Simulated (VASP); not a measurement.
# Te2Mo in VASP: further runs

Te2Mo is run at these levels: PBE+D3(BJ); tasks: single point.

All numbers are computed with VASP 6.6.1; they aren't measurements. Logs are shortened: lines on timing, memory, paths and dates and some standing lists are left out, and cuts for length are marked.

**1. The cell of the first run**

The cell holds a slab with vacuum, 3 atoms: a = 3.784 Å, b = 3.784 Å, c = 33.270 Å, α = 90.00°, β = 90.00°, γ = 120.00°.

**2. Single point, PBE+D3(BJ)**

INCAR

```
ALGO = Normal
DIPOL = 0.5 0.5 0.500
EDIFF = 1E-6
ENCUT = 520
GGA = PE
IDIPOL = 3
ISIF = 2
ISMEAR = 0
IVDW = 12
LASPH = True
LCHARG = False
LDIPOL = True
LREAL = False
LWAVE = False
NBANDS = 20
NELM = 100
PREC = Accurate
SIGMA = 0.02
```

KPOINTS

```
k-points
0
Gamma
  9 9 1
```

POSCAR

```
Te2Mo
1.0
    3.7840000000      0.0000000000      0.0000000000
   -1.8920000000      3.2770401279      0.0000000000
    0.0000000000      0.0000000000     33.2698832047
Te Mo
2 1
Direct
    0.3333333333      0.6666666667      0.4434924376
    0.3333333333      0.6666666667      0.5565075624
    0.6666666667      0.3333333333      0.5000000000
```

Potentials or basis: VASP PAW PBE potentials, release 64 (Te, Mo_sv).

The run is started by

```
$ cat potpaw_PBE.64/Te/POTCAR potpaw_PBE.64/Mo_sv/POTCAR > POTCAR
$ mpirun -np 1 vasp_std > vasp.out
```

OUTCAR:

```text
EDIFF = 1E-6
   ENCUT = 520
   GGA = PE
   ISIF = 2
   ISMEAR = 0
   IVDW = 12
   LASPH = True
   LREAL = False
   NELM = 100
   PREC = Accurate
 IVDW          = 12

 ion  position               nearest neighbor table
   1  0.333  0.667  0.443-   3 2.88   3 2.88   3 2.88
   2  0.333  0.667  0.557-   3 2.88   3 2.88   3 2.88
   3  0.667  0.333  0.500-   1 2.88   2 2.88   1 2.88   2 2.88   1 2.88   2 2.88

  LATTYP: Found a hexagonal cell.
 ALAT       =     3.7840000000
 C/A-ratio  =     8.7922524325

  Lattice vectors:

 A1 = (   3.7840000000,   0.0000000000,   0.0000000000)
 A2 = (  -1.8920000000,   3.2770401279,   0.0000000000)
 A3 = (   0.0000000000,   0.0000000000,  33.2698832047)

Analysis of symmetry for initial positions (statically):
=====================================================================
 Subroutine PRICEL returns:
 Original cell was already a primitive cell.

 Routine SETGRP: Setting up the symmetry group for a
 hexagonal supercell.

 Subroutine GETGRP returns: Found 12 space group operations
 (whereof 12 operations were pure point group operations)
 out of a pool of 24 trial point group operations.

The static configuration has the point symmetry D_3h.

Analysis of symmetry for dynamics (positions and initial velocities):
=====================================================================
 Subroutine PRICEL returns:
 Original cell was already a primitive cell.

 Routine SETGRP: Setting up the symmetry group for a
 hexagonal supercell.

 Subroutine GETGRP returns: Found 12 space group operations
 (whereof 12 operations were pure point group operations)
 out of a pool of 24 trial point group operations.

The dynamic configuration has the point symmetry D_3h.

 Subroutine INISYM returns: Found 12 space group operations
 (whereof 12 operations are pure point group operations),
 and found     1 'primitive' translations

----------------------------------------------------------------------------------------

                                     Primitive cell

  volume of cell :     412.5572

  direct lattice vectors                    reciprocal lattice vectors
     3.784000000  0.000000000  0.000000000     0.264270613  0.152576710  0.000000000
    -1.892000000  3.277040128  0.000000000     0.000000000  0.305153419  0.000000000
     0.000000000  0.000000000 33.269883205     0.000000000  0.000000000  0.030057214

  length of vectors
     3.784000000  3.784000000 33.269883205     0.305153419  0.305153419  0.030057214

  position of ions in fractional coordinates (direct lattice)
     0.333333333  0.666666667  0.443492438
     0.333333333  0.666666667  0.556507562
     0.666666667  0.333333333  0.500000000
[... 73 lines left out ...]
   POTIM  = 0.5000    time-step for ionic-motion
   TEBEG  =    0.0;   TEEND  =   0.0 temperature during run
   PSTRESS=    0.0 pullay stress
   NELECT =      26.0000    total number of electrons
   NUPDOWN=      -1.0000    fix difference up-down
   EMIN   =  10.00;   EMAX   =-10.00  energy-range for DOS
   EFERMI =   0.00;   METHOD = LEGACY
   ISMEAR =     0;   SIGMA  =   0.02  broadening in eV -4-tet -1-fermi 0-gaus
   EFERMI_NEDOS =   21; number of points for ismear=-14 and -15
   IALGO  =     38    algorithm
   IMIX   =      4    mixing-type and parameters
     AMIX     =   0.40;   BMIX     =  1.00
     AMIX_MAG =   1.60;   BMIX_MAG =  1.00
  volume/ion in A,a.u.               =     137.52       928.02
  Fermi-wavevector in a.u.,A,eV,Ry     =   0.651485  1.231129  5.774761  0.424433
  Thomas-Fermi vector in A             =   1.721100
   LORBIT       =      0    0 simple, 1 ext, 2 COOP (PROOUT), +10 PAW based schemes
   GGA     = PE    functional components
   LHFCALC =     F    Hartree Fock is set to
   AEXX    =    0.0000 exact exchange contribution
   IVDW    =    12    specifies the selected vdW correction
   LEPSILON=     F    determine dielectric tensor
   LRPA    =     F    only Hartree local field effects (RPA)
 non-spin polarized calculation
 Gauss-broadening in eV      SIGMA  =   0.02
  energy-cutoff  :      520.00
  volume of cell :      412.56
 maximum number of plane-waves:     11147
   NGX = 15   NGY = 15   NGZ =123

 dipolmoment           0.000000      0.000000      0.000000 electrons x Angstroem

 number of electron      26.0000002 magnetization

 dipolmoment           0.000000      0.000000     -0.000000 electrons x Angstroem

 Free energy of the ion-electron system (eV)
  ---------------------------------------------------
  ext. energy  EPLUGINS =         0.00000000
  ---------------------------------------------------
  free energy    TOTEN  =       -17.51982897 eV

  energy without entropy =      -17.51982897  energy(sigma->0) =      -17.51982897

 E-fermi :  -2.4320     XC(G=0):  -2.4211

 val. band max:       -2.5643281788   @ k =   0.3333   0.3333   0.0000
 cond. band min:      -1.7809756719   @ k =   0.3333   0.3333   0.0000
 fundamental gap:      0.7833525069
 Fermi energy:        -2.4320475745

 k-point     1 :       0.0000    0.0000    0.0000
  band No.  band energies     occupation
      1     -63.5116      2.00000
      2     -37.5475      2.00000
      3     -37.5401      2.00000
      4     -37.5401      2.00000
      5     -14.2763      2.00000
      6     -13.5721      2.00000
[... 265 lines left out ...]
     19       2.2258      0.00000
     20       4.5184      0.00000

------------------------ aborting loop because EDIFF is reached ----------------------------------------

 vacuum level on the upper side and lower side of the slab       (xc-potential included)        -0.102        -0.102

 Edisp (eV)   -1.16356

 E8    (eV) :    -0.5689

  FORCE on cell =-STRESS in cart. coord.  units (eV):
  Direction    XX          YY          ZZ          XY          YZ          ZX
  --------------------------------------------------------------------------------------
  -------------------------------------------------------------------------------------
  Total      -6.87881    -6.87881    -6.35040     0.00000     0.00000    -0.00000
  in kB     -26.71405   -26.71405   -24.66197     0.00000     0.00000    -0.00000
  external pressure =      -26.03 kB  Pullay stress =        0.00 kB

 VOLUME and BASIS-vectors are now :
 -----------------------------------------------------------------------------
  energy-cutoff  :      520.00
  volume of cell :      412.56
      direct lattice vectors                 reciprocal lattice vectors
     3.784000000  0.000000000  0.000000000     0.264270613  0.152576710  0.000000000
    -1.892000000  3.277040128  0.000000000     0.000000000  0.305153419  0.000000000
     0.000000000  0.000000000 33.269883205     0.000000000  0.000000000  0.030057214

 POSITION                                       TOTAL-FORCE (eV/Angst)
 -----------------------------------------------------------------------------------
     -0.00000      2.18469     14.75494        -0.000000      0.000000      1.686250
     -0.00000      2.18469     18.51494        -0.000000      0.000000     -1.686250
      1.89200      1.09235     16.63494         0.000000      0.000000      0.000000
 -----------------------------------------------------------------------------------
    total drift:                               -0.000000      0.000000      0.000000

  FREE ENERGIE OF THE ION-ELECTRON SYSTEM (eV)
  ---------------------------------------------------
  free  energy   TOTEN  =       -18.6833909125 eV

  energy  without entropy=      -18.6833909125  energy(sigma->0) =      -18.68339091

 vacuum level on the upper side and lower side of the slab         2.280         2.280
```

Wall time 85 s (1 thread of Intel Xeon 6975P-C (Granite Rapids), shared host); peak memory 0.5 GiB.

Results:

```
Free energy                : -18.6834 eV
Largest force              : 1.686 eV/Å
Band gap on the k mesh     : 0.78 eV, direct
Dispersion energy per atom : -0.388 eV
```

Forces on the atoms (eV/Å):
```
Te   0.000  0.000  1.686
Te   0.000  0.000 -1.686
Mo   0.000  0.000  0.000
```

Caveat: spin-orbit coupling is left out, which moves the levels of the heavy elements.

**3. Single point, PBE+D3(BJ)**

INCAR

```
SYSTEM = Te2Mo
PREC = Accurate ; ENCUT = 520
EDIFF = 1E-6 ; ISMEAR = 0
SIGMA = 0.02 ; LREAL = .FALSE.
LASPH = .TRUE. ; NELM = 100
ALGO = Normal ; ISIF = 2
LWAVE = .FALSE. ; LCHARG = .FALSE.
LDIPOL = .TRUE. ; IDIPOL = 3
DIPOL = 0.5 0.5 0.500 ; GGA = PE
IVDW = 12 ; NBANDS = 20
```

KPOINTS

```
Automatic mesh
0
G
  9 9 1
  0 0 0
```

POSCAR

```
Te2Mo
1.0
    3.7840000000      0.0000000000      0.0000000000
   -1.8920000000      3.2770401279      0.0000000000
    0.0000000000      0.0000000000     33.2698832047
Te Mo
2 1
Direct
    0.3333333333      0.6666666667      0.4397052287
    0.3333333333      0.6666666667      0.5602947713
    0.6666666667      0.3333333333      0.5000000000
```

Potentials or basis: VASP PAW PBE potentials, release 64 (Te, Mo_sv).

The run is started by

```
$ cat potpaw_PBE.64/Te/POTCAR potpaw_PBE.64/Mo_sv/POTCAR > POTCAR
$ mpirun -np 1 vasp_std > vasp.out
```

OUTCAR:

```text
SYSTEM = Te2Mo
   PREC = Accurate
   ENCUT = 520
   EDIFF = 1E-6
   ISMEAR = 0
   LREAL = .FALSE.
   LASPH = .TRUE.
   NELM = 100
   ISIF = 2
   GGA = PE
   IVDW = 12
 IVDW          = 12

 ion  position               nearest neighbor table
   1  0.333  0.667  0.440-   3 2.97   3 2.97   3 2.97
   2  0.333  0.667  0.560-   3 2.97   3 2.97   3 2.97
   3  0.667  0.333  0.500-   1 2.97   2 2.97   1 2.97   2 2.97   1 2.97   2 2.97

  LATTYP: Found a hexagonal cell.
 ALAT       =     3.7840000000
 C/A-ratio  =     8.7922524325

  Lattice vectors:

 A1 = (   3.7840000000,   0.0000000000,   0.0000000000)
 A2 = (  -1.8920000000,   3.2770401279,   0.0000000000)
 A3 = (   0.0000000000,   0.0000000000,  33.2698832047)

Analysis of symmetry for initial positions (statically):
=====================================================================
 Subroutine PRICEL returns:
 Original cell was already a primitive cell.

 Routine SETGRP: Setting up the symmetry group for a
 hexagonal supercell.

 Subroutine GETGRP returns: Found 12 space group operations
 (whereof 12 operations were pure point group operations)
 out of a pool of 24 trial point group operations.

The static configuration has the point symmetry D_3h.

Analysis of symmetry for dynamics (positions and initial velocities):
=====================================================================
 Subroutine PRICEL returns:
 Original cell was already a primitive cell.

 Routine SETGRP: Setting up the symmetry group for a
 hexagonal supercell.

 Subroutine GETGRP returns: Found 12 space group operations
 (whereof 12 operations were pure point group operations)
 out of a pool of 24 trial point group operations.

The dynamic configuration has the point symmetry D_3h.

 Subroutine INISYM returns: Found 12 space group operations
 (whereof 12 operations are pure point group operations),
 and found     1 'primitive' translations

----------------------------------------------------------------------------------------

                                     Primitive cell

  volume of cell :     412.5572

  direct lattice vectors                    reciprocal lattice vectors
     3.784000000  0.000000000  0.000000000     0.264270613  0.152576710  0.000000000
    -1.892000000  3.277040128  0.000000000     0.000000000  0.305153419  0.000000000
     0.000000000  0.000000000 33.269883205     0.000000000  0.000000000  0.030057214

  length of vectors
     3.784000000  3.784000000 33.269883205     0.305153419  0.305153419  0.030057214

  position of ions in fractional coordinates (direct lattice)
     0.333333333  0.666666667  0.439705229
     0.333333333  0.666666667  0.560294771
     0.666666667  0.333333333  0.500000000

  ion indices of the primitive-cell ions
   primitive index   ion index
                 1           1
                 2           2
                 3           3

----------------------------------------------------------------------------------------

 KPOINTS: Automatic mesh

Automatic generation of k-mesh.
 Grid dimensions read from file:
 generate k-points for:    9    9    1

 Generating k-lattice:

  Cartesian coordinates                     Fractional coordinates (reciprocal lattice)
     0.029363401  0.016952968  0.000000000     0.111111111  0.000000000  0.000000000
[... 25 lines left out ...]
  0.222222  0.222222  0.000000      6.000000
  0.333333  0.222222  0.000000     12.000000
  0.333333  0.333333  0.000000      2.000000
   k-points           NKPTS =     12   k-points in BZ     NKDIM =     12   number of bands    NBANDS=     20
   number of dos      NEDOS =    301   number of ions     NIONS =      3
   total plane-waves  NPLWV = 196000
   dimension x,y,z NGX =    28 NGY =   28 NGZ =  250
   dimension x,y,z NGXF=    56 NGYF=   56 NGZF=  500
   ions per type =               2   1
   NGX,Y,Z   is equivalent  to a cutoff of  12.30, 12.30, 12.49 a.u.
   NGXF,Y,Z  is equivalent  to a cutoff of  24.60, 24.60, 24.98 a.u.
 SYSTEM =  Te2Mo
   PREC   = accura    normal or accurate (medium, high low for compatibility)
   ISTART =      0    job   : 0-new  1-cont  2-samecut
   ICHARG =      2    charge: 1-file 2-atom 10-const
   ISPIN  =      1    spin polarized calculation?
   LNONCOLLINEAR =      F non collinear calculations
   LSORBIT =      F    spin-orbit coupling
   LASPH  =      T    aspherical Exc in radial PAW
   ENCUT  =  520.0 eV  38.22 Ry    6.18 a.u.   7.04  7.04 61.86*2*pi/ulx,y,z
   NELM   =    100;   NELMIN=  2; NELMDL= -5     # of ELM steps
   EDIFF  = 0.1E-05   stopping-criterion for ELM
   LREAL  =      F    real-space projection
   EDIFFG = 0.1E-04   stopping-criterion for IOM
   NSW    =      0    number of steps for IOM
   IBRION =     -1    ionic relax: 0-MD 1-quasi-New 2-CG
   NFREE  =      0    steps in history (QN), initial steepest desc. (CG)
   ISIF   =      2    stress and relaxation
   ISYM   =      2    0-nonsym 1-usesym 2-fastsym
   POTIM  = 0.5000    time-step for ionic-motion
   TEBEG  =    0.0;   TEEND  =   0.0 temperature during run
   PSTRESS=    0.0 pullay stress
   NELECT =      26.0000    total number of electrons
   NUPDOWN=      -1.0000    fix difference up-down
   EMIN   =  10.00;   EMAX   =-10.00  energy-range for DOS
   EFERMI =   0.00;   METHOD = LEGACY
   ISMEAR =     0;   SIGMA  =   0.02  broadening in eV -4-tet -1-fermi 0-gaus
   EFERMI_NEDOS =   21; number of points for ismear=-14 and -15
   IALGO  =     38    algorithm
   IMIX   =      4    mixing-type and parameters
     AMIX     =   0.40;   BMIX     =  1.00
     AMIX_MAG =   1.60;   BMIX_MAG =  1.00
  volume/ion in A,a.u.               =     137.52       928.02
  Fermi-wavevector in a.u.,A,eV,Ry     =   0.651485  1.231129  5.774761  0.424433
  Thomas-Fermi vector in A             =   1.721100
   LORBIT       =      0    0 simple, 1 ext, 2 COOP (PROOUT), +10 PAW based schemes
   GGA     = PE    functional components
   LHFCALC =     F    Hartree Fock is set to
   AEXX    =    0.0000 exact exchange contribution
   IVDW    =    12    specifies the selected vdW correction
   LEPSILON=     F    determine dielectric tensor
   LRPA    =     F    only Hartree local field effects (RPA)
 non-spin polarized calculation
 Gauss-broadening in eV      SIGMA  =   0.02
  energy-cutoff  :      520.00
  volume of cell :      412.56
 maximum number of plane-waves:     11147
   NGX = 15   NGY = 15   NGZ =123

 dipolmoment           0.000000      0.000000      0.000000 electrons x Angstroem

 number of electron      26.0000003 magnetization

 dipolmoment           0.000000      0.000000     -0.000000 electrons x Angstroem

 Free energy of the ion-electron system (eV)
  ---------------------------------------------------
  ext. energy  EPLUGINS =         0.00000000
  ---------------------------------------------------
  free energy    TOTEN  =       -17.00720399 eV

  energy without entropy =      -17.00720399  energy(sigma->0) =      -17.00720399

 E-fermi :  -2.3469     XC(G=0):  -2.4646

 val. band max:       -2.4342209154   @ k =   0.3333   0.3333   0.0000
 cond. band min:      -1.5948603583   @ k =   0.3333   0.3333   0.0000
 fundamental gap:      0.8393605571
 Fermi energy:        -2.3469302369

 k-point     1 :       0.0000    0.0000    0.0000
  band No.  band energies     occupation
      1     -63.5208      2.00000
      2     -37.5625      2.00000
      3     -37.5137      2.00000
      4     -37.5137      2.00000
      5     -14.0116      2.00000
      6     -13.5177      2.00000
[... 265 lines left out ...]
     19       2.1572      0.00000
     20       4.3371      0.00000

------------------------ aborting loop because EDIFF is reached ----------------------------------------

 vacuum level on the upper side and lower side of the slab       (xc-potential included)        -0.069        -0.069

 Edisp (eV)   -1.13270

 E8    (eV) :    -0.5530

  FORCE on cell =-STRESS in cart. coord.  units (eV):
  Direction    XX          YY          ZZ          XY          YZ          ZX
  --------------------------------------------------------------------------------------
  -------------------------------------------------------------------------------------
  Total      -7.69409    -7.69409   -10.30112    -0.00000    -0.00000     0.00000
  in kB     -29.88020   -29.88020   -40.00467    -0.00000    -0.00000     0.00000
  external pressure =      -33.26 kB  Pullay stress =        0.00 kB

 VOLUME and BASIS-vectors are now :
 -----------------------------------------------------------------------------
  energy-cutoff  :      520.00
  volume of cell :      412.56
      direct lattice vectors                 reciprocal lattice vectors
     3.784000000  0.000000000  0.000000000     0.264270613  0.152576710  0.000000000
    -1.892000000  3.277040128  0.000000000     0.000000000  0.305153419  0.000000000
     0.000000000  0.000000000 33.269883205     0.000000000  0.000000000  0.030057214

 POSITION                                       TOTAL-FORCE (eV/Angst)
 -----------------------------------------------------------------------------------
     -0.00000      2.18469     14.62894        -0.000000     -0.000000      2.565081
     -0.00000      2.18469     18.64094        -0.000000     -0.000000     -2.565081
      1.89200      1.09235     16.63494         0.000000      0.000000      0.000000
 -----------------------------------------------------------------------------------
    total drift:                               -0.000000      0.000000      0.000000

  FREE ENERGIE OF THE ION-ELECTRON SYSTEM (eV)
  ---------------------------------------------------
  free  energy   TOTEN  =       -18.1399038365 eV

  energy  without entropy=      -18.1399038365  energy(sigma->0) =      -18.13990384

 vacuum level on the upper side and lower side of the slab         2.320         2.320
```

OSZICAR:

```text
N       E                     dE             d eps       ncg     rms          rms(c)
DAV:   1     0.117791020223E+03    0.11779E+03   -0.11330E+04   672   0.903E+02
DAV:   2    -0.648991009011E+01   -0.12428E+03   -0.12202E+03   728   0.169E+02
DAV:   3    -0.177966206538E+02   -0.11307E+02   -0.11184E+02   688   0.426E+01
[... 15 lines left out ...]
DAV:  19    -0.170071920611E+02   -0.10472E-04   -0.29449E-07   404   0.212E-03    0.778E-04
DAV:  20    -0.170072005005E+02   -0.84394E-05   -0.15298E-07   416   0.113E-03    0.648E-04
DAV:  21    -0.170072025534E+02   -0.20529E-05   -0.26341E-08   348   0.619E-04    0.390E-04
DAV:  22    -0.170072036163E+02   -0.10629E-05   -0.15896E-08   324   0.385E-04    0.128E-04
DAV:  23    -0.170072039891E+02   -0.37285E-06   -0.51031E-09   328   0.295E-04
   1 F= -.18139904E+02 E0= -.18139904E+02  d E =-.148613E-11
```

It took 88 s on 1 thread of Intel Xeon 6975P-C (Granite Rapids), shared host; peak memory 0.5 GiB.

Results:

- Free energy: -18.1399 eV
- Largest force: 2.565 eV/Å
- Band gap on the k mesh: 0.84 eV, direct
- Dispersion energy per atom: -0.378 eV

Forces in eV/Å, atoms in the order of the input:
```
Te   0.000  0.000  2.565
Te   0.000  0.000 -2.565
Mo   0.000  0.000  0.000
```

Levels at points of the mesh, in eV from the valence-band top:
| k point | band 9 | band 10 | band 11 | band 12 | band 13 | band 14 | band 15 | band 16 | band 17 | band 18 |
| --- | --- | --- | --- | --- | --- | --- | --- | --- | --- | --- |
| (0.00, 0.00, 0.00) | -1.17 | -1.17 | -0.67 | -0.67 | -0.45 | 2.15 | 2.15 | 2.21 | 2.21 | 3.71 |

Caveat: spin-orbit coupling is left out, which moves the levels of the heavy elements.

(Part 1 of 2 ends here.)
